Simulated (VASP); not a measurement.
# Ni2S3 (P-3m1) in VASP: a series of runs, part 2 of 2

VASP 6.6.1.

### 3 Relaxation of cell and atoms, PBE

This run uses another cell than the first one, of 16.15 Å³/atom.

File INCAR:

```
SYSTEM = Ni2S3
PREC = Accurate ; ENCUT = 600
EDIFF = 1E-6 ; ISMEAR = 0
SIGMA = 0.1 ; LREAL = .False.
LASPH = .True. ; NELM = 100
ALGO = Normal ; ISIF = 3
LWAVE = .False. ; LCHARG = .False.
GGA = PE ; IBRION = 2
NSW = 90 ; EDIFFG = -0.04
```

File KPOINTS:

```
Automatic mesh
0
Gamma
  6 6 4
  0 0 0
```

File POSCAR:

```
Ni2S3
1.0
    3.9134154095      0.0000000000      0.0000000000
   -1.9567077048      3.3891171602      0.0000000000
    0.0000000000      0.0000000000      6.0886386955
Ni S
2 3
Direct
    0.3333333333      0.6666666667      0.2450000000
    0.6666666667      0.3333333333      0.7550000000
    0.0000000000      0.0000000000      0.0000000000
    0.3333333333      0.6666666667      0.6450000000
    0.6666666667      0.3333333333      0.3550000000
```

Potentials or basis: VASP PAW PBE potentials, release 64 (Ni, S).

Run with:

```console
$ cat potpaw_PBE.64/Ni/POTCAR potpaw_PBE.64/S/POTCAR > POTCAR
$ mpirun -np 1 vasp_std > vasp.out
```

OUTCAR:

```text
SYSTEM = Ni2S3
   PREC = Accurate
   ENCUT = 600
   EDIFF = 1E-6
   ISMEAR = 0
   LREAL = .False.
   LASPH = .True.
   NELM = 100
   ISIF = 3
   GGA = PE
   IBRION = 2
   NSW = 90
   EDIFFG = -0.04

 ion  position               nearest neighbor table
   1  0.333  0.667  0.245-   5 2.36   5 2.36   5 2.36   4 2.44   3 2.71   3 2.71   3 2.71
   2  0.667  0.333  0.755-   4 2.36   4 2.36   4 2.36   5 2.44   3 2.71   3 2.71   3 2.71
   3  0.000  0.000  0.000-   1 2.71   2 2.71   2 2.71   1 2.71   2 2.71   1 2.71
   4  0.333  0.667  0.645-   2 2.36   2 2.36   2 2.36   1 2.44
   5  0.667  0.333  0.355-   1 2.36   1 2.36   1 2.36   2 2.44

  LATTYP: Found a hexagonal cell.
 ALAT       =     3.9134154095
 C/A-ratio  =     1.5558375635

  Lattice vectors:

 A1 = (   3.9134154095,   0.0000000000,   0.0000000000)
 A2 = (  -1.9567077048,   3.3891171602,   0.0000000000)
 A3 = (   0.0000000000,   0.0000000000,   6.0886386955)

Analysis of symmetry for initial positions (statically):
=====================================================================
 Subroutine PRICEL returns:
 Original cell was already a primitive cell.

 Routine SETGRP: Setting up the symmetry group for a
 hexagonal supercell.

 Subroutine GETGRP returns: Found 12 space group operations
 (whereof 12 operations were pure point group operations)
 out of a pool of 24 trial point group operations.

The static configuration has the point symmetry D_3d.

Analysis of symmetry for dynamics (positions and initial velocities):
=====================================================================
 Subroutine PRICEL returns:
 Original cell was already a primitive cell.

 Routine SETGRP: Setting up the symmetry group for a
 hexagonal supercell.

 Subroutine GETGRP returns: Found 12 space group operations
 (whereof 12 operations were pure point group operations)
 out of a pool of 24 trial point group operations.

The dynamic configuration has the point symmetry D_3d.

 Subroutine INISYM returns: Found 12 space group operations
 (whereof 12 operations are pure point group operations),
 and found     1 'primitive' translations

----------------------------------------------------------------------------------------

                                     Primitive cell

  volume of cell :      80.7538

  direct lattice vectors                    reciprocal lattice vectors
     3.913415410  0.000000000  0.000000000     0.255531268  0.147531046  0.000000000
    -1.956707705  3.389117160  0.000000000     0.000000000  0.295062092  0.000000000
     0.000000000  0.000000000  6.088638696     0.000000000  0.000000000  0.164240325

  length of vectors
     3.913415410  3.913415410  6.088638696     0.295062092  0.295062092  0.164240325

  position of ions in fractional coordinates (direct lattice)
     0.333333333  0.666666667  0.245000000
     0.666666667  0.333333333  0.755000000
     0.000000000  0.000000000  0.000000000
     0.333333333  0.666666667  0.645000000
     0.666666667  0.333333333  0.355000000

  ion indices of the primitive-cell ions
   primitive index   ion index
                 1           1
                 2           2
                 3           3
                 4           4
                 5           5

----------------------------------------------------------------------------------------

 KPOINTS: Automatic mesh

[... 55 lines left out ...]
   NGXF,Y,Z  is equivalent  to a cutoff of  27.19, 27.19, 27.30 a.u.
 SYSTEM =  Ni2S3
   PREC   = accura    normal or accurate (medium, high low for compatibility)
   ISTART =      0    job   : 0-new  1-cont  2-samecut
   ICHARG =      2    charge: 1-file 2-atom 10-const
   ISPIN  =      1    spin polarized calculation?
   LNONCOLLINEAR =      F non collinear calculations
   LSORBIT =      F    spin-orbit coupling
   LASPH  =      T    aspherical Exc in radial PAW
   ENCUT  =  600.0 eV  44.10 Ry    6.64 a.u.   7.82  7.82 12.16*2*pi/ulx,y,z
   NELM   =    100;   NELMIN=  2; NELMDL= -5     # of ELM steps
   EDIFF  = 0.1E-05   stopping-criterion for ELM
   LREAL  =      F    real-space projection
   EDIFFG = -.4E-01   stopping-criterion for IOM
   NSW    =     90    number of steps for IOM
   IBRION =      2    ionic relax: 0-MD 1-quasi-New 2-CG
   NFREE  =      1    steps in history (QN), initial steepest desc. (CG)
   ISIF   =      3    stress and relaxation
   ISYM   =      2    0-nonsym 1-usesym 2-fastsym
   POTIM  = 0.5000    time-step for ionic-motion
   TEBEG  =    0.0;   TEEND  =   0.0 temperature during run
   PSTRESS=    0.0 pullay stress
   NELECT =      38.0000    total number of electrons
   NUPDOWN=      -1.0000    fix difference up-down
   EMIN   =  10.00;   EMAX   =-10.00  energy-range for DOS
   EFERMI =   0.00;   METHOD = LEGACY
   ISMEAR =     0;   SIGMA  =   0.10  broadening in eV -4-tet -1-fermi 0-gaus
   EFERMI_NEDOS =   21; number of points for ismear=-14 and -15
   IALGO  =     38    algorithm
   IMIX   =      4    mixing-type and parameters
     AMIX     =   0.40;   BMIX     =  1.00
     AMIX_MAG =   1.60;   BMIX_MAG =  1.00
  volume/ion in A,a.u.               =      16.15       108.99
  Fermi-wavevector in a.u.,A,eV,Ry     =   1.273352  2.406286 22.060828  1.621425
  Thomas-Fermi vector in A             =   2.406180
   LORBIT       =      0    0 simple, 1 ext, 2 COOP (PROOUT), +10 PAW based schemes
   GGA     = PE    functional components
   LHFCALC =     F    Hartree Fock is set to
   AEXX    =    0.0000 exact exchange contribution
   IVDW    =     0    specifies the selected vdW correction
   LEPSILON=     F    determine dielectric tensor
   LRPA    =     F    only Hartree local field effects (RPA)
 conjugate gradient relaxation of ions
 non-spin polarized calculation
 Gauss-broadening in eV      SIGMA  =   0.10
  energy-cutoff  :      600.00
  volume of cell :       80.75
 maximum number of plane-waves:      2718
 NGX is ok and might be reduce to    32
   NGX = 15   NGY = 15   NGZ = 25

--------------------------------------- Ionic step        1  -------------------------------------------

 number of electron      37.9999996 magnetization

 Free energy of the ion-electron system (eV)
  ---------------------------------------------------
  ext. energy  EPLUGINS =         0.00000000
  ---------------------------------------------------
  free energy    TOTEN  =       -22.95444063 eV

  energy without entropy =      -22.93463753  energy(sigma->0) =      -22.94453908

------------------------ aborting loop because EDIFF is reached ----------------------------------------

  FORCE on cell =-STRESS in cart. coord.  units (eV):
  Direction    XX          YY          ZZ          XY          YZ          ZX
  --------------------------------------------------------------------------------------
  -------------------------------------------------------------------------------------
  Total       -4.8840779     -4.8840779     -2.7524777      0.0000000      0.0000000      0.0000000
  in kB      -96.9014843    -96.9014843    -54.6099347      0.0000000      0.0000000      0.0000000
  external PRESSURE =     -82.8043011 kB  Pullay stress =       0.0000000 kB
[... 98 lines left out ...]
  FREE ENERGIE OF THE ION-ELECTRON SYSTEM (eV)
  ---------------------------------------------------
  free  energy   TOTEN  =       -23.1942329462 eV

  energy  without entropy=      -23.1759195599  energy(sigma->0) =      -23.18507625

 E-fermi :   4.7485     XC(G=0):  -9.9786

 val. band max:        4.7267223469   @ k =   0.3333   0.1667   0.0000
 cond. band min:       4.7497174272   @ k =   0.3333   0.3333   0.2500
 fundamental gap:      0.0229950803
 Fermi energy:         4.7485039380

 k-point     1 :       0.0000    0.0000    0.0000
  band No.  band energies     occupation
      1      -9.8302      2.00000
      2      -8.7991      2.00000
      3      -7.8523      2.00000
      4      -0.8253      2.00000
      5       0.8017      2.00000
      6       0.8828      2.00000
[... 613 lines left out ...]
     22       5.8863      0.00000
     23      11.1855      0.00000

[... ionic steps 4 to 43 ...]

--------------------------------------- Ionic step       44  -------------------------------------------

 number of electron      38.0000011 magnetization

------------------------ aborting loop because EDIFF is reached ----------------------------------------
[... 73 lines left out ...]
--------------------------------------- Ionic step       46  -------------------------------------------

 number of electron      38.0000009 magnetization

 Free energy of the ion-electron system (eV)
  ---------------------------------------------------
  ext. energy  EPLUGINS =         0.00000000
  ---------------------------------------------------
  free energy    TOTEN  =       -24.29441270 eV

  energy without entropy =      -24.27181845  energy(sigma->0) =      -24.28311557

 E-fermi :   6.3069     XC(G=0): -10.8306

 val. band max:        6.2823853328   @ k =   0.3333   0.1667   0.0000
 cond. band min:       6.3128529713   @ k =   0.0000   0.3333   0.2500
 fundamental gap:      0.0304676384
 Fermi energy:         6.3068973908

 k-point     1 :       0.0000    0.0000    0.0000
  band No.  band energies     occupation
      1      -8.6448      2.00000
      2      -7.4356      2.00000
      3      -6.6848      2.00000
      4       0.6768      2.00000
      5       1.6650      2.00000
      6       2.2514      2.00000
[... 645 lines left out ...]
  FREE ENERGIE OF THE ION-ELECTRON SYSTEM (eV)
  ---------------------------------------------------
  free  energy   TOTEN  =       -24.2944126985 eV

  energy  without entropy=      -24.2718184460  energy(sigma->0) =      -24.28311557

 reached required accuracy - stopping structural energy minimisation
```

Run time: 41 min. Hardware: 1 thread of Intel Xeon 8259CL, shared host; peak memory 0.26 GiB.

What came out:

* Free energy: -24.2944 eV
* Relaxed volume: 15.71 Å³/atom
* Relaxed cell: a = 3.333 Å, b = 3.333 Å, c = 8.167 Å, α = 90.00°, β = 90.00°, γ = 120.00°
* Space group after relaxing (to 0.1 Å): P-3m1 (No. 164)
* Energy gained by relaxing: 268.0 meV/atom
* Ionic steps: 46
* Pressure after relaxing: 0.2 GPa
* Largest force after relaxing: 0.033 eV/Å
* Band gap on the k mesh: zero (bands 19 and 20 overlap by 1.62 eV)

Forces in eV/Å, atoms in the order of the input:
```
Ni   0.000  0.000 -0.033
Ni   0.000  0.000  0.033
S    0.000  0.000  0.000
S    0.000  0.000 -0.003
S    0.000  0.000  0.003
```

Stress tensor (GPa, compression positive):
```
0.22 0.00 0.00
0.00 0.22 0.00
0.00 0.00 0.07
```

The path:
```tsv
step	energy change (eV)	largest force (eV/Å)	pressure (GPa)	volume (Å³)
1	0.0000	0.4042	-8.28	80.75
3	-0.2398	0.3431	0.49	73.28
5	-0.3481	0.4221	1.46	73.03
7	0.5898	3.2681	31.06	69.56
9	-0.4896	1.1042	7.92	72.21
11	-0.5366	1.1808	8.12	72.92
13	-0.5845	1.7283	10.62	75.46
15	-1.0553	1.1348	1.34	83.25
17	-1.1747	0.4767	-3.56	89.01
19	-1.2601	0.0860	-3.21	89.24
21	-1.2675	0.2084	-3.13	89.27
23	-1.2966	0.1282	-0.22	86.81
25	-1.2966	0.1824	0.15	86.44
27	-1.2980	0.1398	-0.03	86.51
29	-1.3011	0.1325	0.10	85.56
31	-1.3025	0.0735	-0.14	85.91
33	-1.3036	0.0350	-0.46	85.96
35	-1.3057	0.1050	0.10	85.15
37	-1.3082	0.1121	0.10	84.69
39	-1.3194	0.1661	0.27	82.63
41	-1.3338	0.2266	0.39	79.72
43	-1.3374	0.1456	-0.42	79.32
45	-1.3399	0.0504	0.08	78.68
46	-1.3400	0.0328	0.17	78.56
```

Final structure:
```xyz
5
Lattice="3.3326 0.0000 0.0000 -1.6663 2.8861 0.0000 0.0000 0.0000 8.1673" Properties=species:S:1:pos:R:3 pbc="T T T"
Ni    0.0000    1.9241    1.5259
Ni    1.6663    0.9620    6.6414
S     0.0000    0.0000    0.0000
S     0.0000    1.9241    5.5573
S     1.6663    0.9620    2.6100
```

Levels at points of the mesh, in eV from the Fermi level:
```
           k point  band 15  band 16  band 17  band 18  band 19  band 20  band 21  band 22  band 23
(0.00, 0.00, 0.00)    -1.17    -0.27    -0.27     0.49     1.24     1.24     1.98     1.98     5.69
(0.50, 0.00, 0.00)    -1.67    -1.52    -1.47    -1.20    -0.58     0.07     1.38     1.61     3.46
(0.00, 0.00, 0.50)    -0.91    -0.35    -0.33    -0.33     1.38     1.38     1.90     1.90     5.58
(0.50, 0.00, 0.50)    -1.68    -1.66    -1.40    -1.35    -0.73    -0.11     1.76     1.81     4.07
```

Caveat: a cell axis changed by over 15 % at a fixed basis, so the end point is rough; this functional lacks dispersion, which binds the layers, so the pressure and a relaxed spacing across them are unreliable; the run has no spin polarisation, though such a crystal can be magnetic. With open d or f shells a metallic result of PBE can be an artefact of self-interaction; +U or a hybrid may open a gap.
